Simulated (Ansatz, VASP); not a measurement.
**One calculation of PtS2, two programs**

INCAR

```
PREC = Accurate
ENCUT = 520
EDIFF = 1E-6
ISMEAR = -1
SIGMA = 0.02
LREAL = False
LASPH = True
NELM = 60
ALGO = Normal
ISIF = 2
LWAVE = False
LCHARG = False
GGA = PE
NBANDS = 18
```

The input KPOINTS:

```
Automatic mesh
0
Gamma
  12 12 6
```

File POSCAR:

```
PtS2
1.0
    3.6236944115      0.0000000000      0.0000000000
   -1.8118472058      3.1382114159      0.0000000000
    0.0000000000      0.0000000000      4.9132539874
Pt S
1 2
Direct
    0.0000000000      0.0000000000      0.0000000000
    0.3333333333      0.6666666667      0.2416455038
    0.6666666667      0.3333333333      0.7583544962
```

Input for Ansatz:

```yaml
crystal:
  lattice:
    - [3.6236944115, 0.0, 0.0]
    - [-1.8118472058, 3.1382114159, 0.0]
    - [0.0, 0.0, 4.9132539874]
  atoms:
    - { symbol: Pt, position: [0.0, 0.0, 0.0] }
    - { symbol: S, position: [0.3333333333, 0.6666666667, 0.2416455038] }
    - { symbol: S, position: [0.6666666667, 0.3333333333, 0.7583544962] }
kpoints:
  mp_grid: { grid: [12, 12, 6] }
  band_path:
    path:
      - [0.0, 0.0, 0.0]
      - [0.5, 0.0, 0.0]
      - [0.3333333333, 0.3333333333, 0.0]
      - [0.0, 0.0, 0.5]
      - [0.5, 0.0, 0.5]
      - [0.3333333333, 0.3333333333, 0.5]
      - [0.0, 0.25, 0.3333333333]
      - [0.0, 0.294271, 0.283854]
    npoints: 1
hamiltonian:
  xc: pbe
scf:
  occupations: { method: fermi_dirac, width: 0.02 }
  n_extra_bands: 4
output:
  forces: true
  stress: true
  eigenvalues: true
```

Change from the starting cell: epitaxial_xy strain +2.0%.

Alike in both runs: task single point; functional PBE; k mesh 12 × 12 × 6; occupations fermi-dirac, width 0.02 eV; no spin polarisation.

|  | VASP | Ansatz |
| --- | --- | --- |
| version | VASP 6.6.1 | Ansatz 0.2.0 |
| potentials or method | VASP PAW PBE potentials, release 64 (Pt, S) | plane waves, PAW |
| plane-wave cutoff (eV) | 520 | 420 |
| valence electrons in the cell | 22 | 30 |

VASP gave:

| Property | Result |
| --- | --- |
| pressure (GPa) | 0.3 |
| traceless stress, the component that is largest in VASP (GPa) | 1.84 |
| rms of the force components (eV/Å) | 0.007 |

**Question.** Estimate Ansatz's values.

**Answer.** Pressure (GPa): 0.8; traceless stress, the component that is largest in VASP (GPa): 1.69; rms of the force components (eV/Å): 0.024.

Atom by atom the forces differ by 0.017 eV/Å (rms over components). VASP's potentials hold 22 valence electrons a cell and Ansatz's 30, so a difference there can come from the potentials and not from the codes.

Neither program's run includes spin-orbit coupling.
